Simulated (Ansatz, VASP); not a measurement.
## TaN: VASP beside Ansatz

File INCAR:

```
SYSTEM = TaN
PREC = Accurate
ENCUT = 520
EDIFF = 1E-8
ISMEAR = -1
SIGMA = 0.03
LREAL = .FALSE.
LASPH = .TRUE.
NELM = 120
ALGO = Normal
ISIF = 2
LWAVE = .FALSE.
LCHARG = .FALSE.
GGA = CA
LEFG = .TRUE.
NBANDS = 24
GGA_COMPAT = .FALSE.
```

The input KPOINTS:

```
regular mesh
0
G
  9 9 5
  0 0 0
```

File POSCAR:

```
TaN
1.0
    2.9890010687      0.0000000000      0.0000000000
   -1.4945005344      2.5885508575      0.0000000000
    0.0000000000      0.0000000000      4.9400000000
Ta N
2 2
Direct
    0.3333333333      0.6666666667      0.0000000000
    0.6666666667      0.3333333333      0.5000000000
    0.3333333333      0.6666666667      0.3850000000
    0.6666666667      0.3333333333      0.8850000000
```

Input for Ansatz:

```yaml
crystal:
  lattice:
    - [2.9890010687, 0.0, 0.0]
    - [-1.4945005344, 2.5885508575, 0.0]
    - [0.0, 0.0, 4.94]
  atoms:
    - { symbol: Ta, position: [0.3333333333, 0.6666666667, 0.0] }
    - { symbol: Ta, position: [0.6666666667, 0.3333333333, 0.5] }
    - { symbol: "N", position: [0.3333333333, 0.6666666667, 0.385] }
    - { symbol: "N", position: [0.6666666667, 0.3333333333, 0.885] }
kpoints:
  mp_grid: { grid: [9, 9, 5] }
scf:
  occupations: { method: fermi_dirac, width: 0.03 }
hamiltonian:
  xc: lda
  pseudopotentials: { kind: all_electron, datasets: crystal }
output:
  forces: true
  stress: true
  eigenvalues: true
  efg: { contact_densities: true }
```

Change from the starting cell: equal xx and yy strain of -2 %, crystal datasets.

Alike in both runs: task electric field gradients; functional LDA; k mesh 9 × 9 × 5; occupations fermi-dirac, width 0.03 eV; no spin polarisation.

```csv
,VASP,Ansatz
version,VASP 6.6.1,Ansatz 0.2.0
potentials or method,"VASP PAW LDA potentials, release 64 (Ta_pv, N), cutoff 520 eV","all-electron PAW with datasets made for the crystal, scalar-relativistic"
```

|  | VASP | Ansatz | Ansatz less VASP |
| --- | --- | --- | --- |
| pressure (GPa) | 154.6 | 146.7 | -7.83 |
| traceless stress, the component that is largest in VASP (GPa) | -28.34 | -27.16 | +1.185 |
| rms of the force components (eV/Å) | 2.026 | 1.985 | -0.0408 |
| size of Vzz on the site where it differs most (V/Å²) | 156.9 | 145.6 | -11.32 |

LDA's correlation is that of Perdew and Zunger in VASP and of Perdew and Wang (1992) in Ansatz. Atom by atom the forces differ by 0.041 eV/Å (rms over components). Both programs put the cell under a high pressure, so it lies far from rest at this level. Ansatz ran all-electron here, and VASP with PAW potentials.

Neither program's run includes spin-orbit coupling. Noted on VASP's run: the cell as given lies far from equilibrium.
